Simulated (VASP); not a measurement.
**Hf: single point with PBEsol**

Hf:

```
CELL_PARAMETERS angstrom
-1.75988 1.75988 1.71475
1.75988 -1.75988 1.71475
1.75988 1.75988 -1.71475
ATOMIC_POSITIONS crystal
Hf 0.00000 0.00000 0.00000
```

This cell differs from its parent crystal: strain -0.025 along x and y, -0.050 along z.

```
Program             : VASP 6.6.1
Task                : single point
Functional          : PBEsol
Potentials or basis : VASP PAW PBE potentials, release 64 (Hf_pv)
Cutoff              : 520 eV
k mesh              : 18 × 18 × 18
Occupations         : gaussian, width 0.15 eV
Spin                : no spin polarisation
```

- Pressure: -0.1 GPa
- Band gap on the k mesh: zero (band 5 reaches 6.24 eV, above the bottom of band 6 at 4.06 eV)

Stress tensor (GPa, compression positive):
```
 0.31  0.00  0.00
 0.00  0.31  0.00
 0.00  0.00 -0.80
```

Levels at points of the mesh, in eV from the Fermi level:
| k point | band 1 | band 2 | band 3 | band 4 | band 5 | band 6 | band 7 | band 8 | band 9 | band 10 |
| --- | --- | --- | --- | --- | --- | --- | --- | --- | --- | --- |
| (0.00, 0.00, 0.00) | -29.57 | -29.57 | -29.57 | -7.20 | 1.36 | 1.67 | 1.67 | 4.28 | 4.72 | 13.44 |
| (0.50, 0.00, 0.00) | -30.54 | -29.89 | -29.58 | -3.52 | -0.69 | 1.37 | 4.45 | 5.54 | 8.11 | 10.72 |
| (0.50, 0.50, 0.00) | -30.55 | -29.87 | -29.56 | -3.56 | -0.37 | 1.20 | 4.08 | 5.28 | 8.05 | 10.82 |
| (0.50, 0.50, 0.50) | -30.26 | -30.26 | -30.21 | -2.83 | -2.75 | 7.16 | 7.16 | 7.26 | 7.46 | 7.46 |

Run time: 36 s on 1 thread of Intel(R) Xeon(R) 6975P-C (Granite Rapids) (shared host), peak memory 0.23 GiB.

Caveat: the cell differs from its parent crystal (strain -0.025 along x and y, -0.050 along z); the PAW data sets were made with another functional, which shifts forces and pressure a little; spin-orbit coupling is left out, which moves the levels of the heavy elements.
